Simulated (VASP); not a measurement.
Ga:

```
Ga
1.0
     2.23185   -3.79323    0.00000
     2.23185    3.79323    0.00000
     0.00000    0.00000    4.53464
Ga
4
Direct
  0.84423 0.15577 0.08558
  0.65577 0.34423 0.58558
  0.15577 0.84423 0.91442
  0.34423 0.65577 0.41442
```

Base run:

| Quantity | Value |
| --- | --- |
| Program | VASP 6.6.1 |
| Functional | r2SCAN |
| Potentials or basis | VASP PAW PBE potentials, release 64 (Ga_d) |
| Cutoff | 520 eV |
| k mesh | 5 × 5 × 4 |
| Occupations | fermi-dirac, width 0.1 eV |
| Spin | no spin polarisation |

Its results: band gap on the k mesh zero (band 26 reaches 5.52 eV, above the bottom of band 27 at 4.37 eV); pressure -0.1 GPa; largest force 0.047 eV/Å.

**Question.** The run is repeated on the same cell with these changes: k mesh from 5 × 5 × 4 to 2 × 2 × 2. What comes out?

**Answer.** Band gap on the k mesh zero (band 26 reaches 5.10 eV, above the bottom of band 27 at 4.33 eV); pressure 2.8 GPa; largest force 0.700 eV/Å.

Caveats: some runs use coarse meshes; the PAW data sets were made with another functional, which shifts forces and pressure a little.
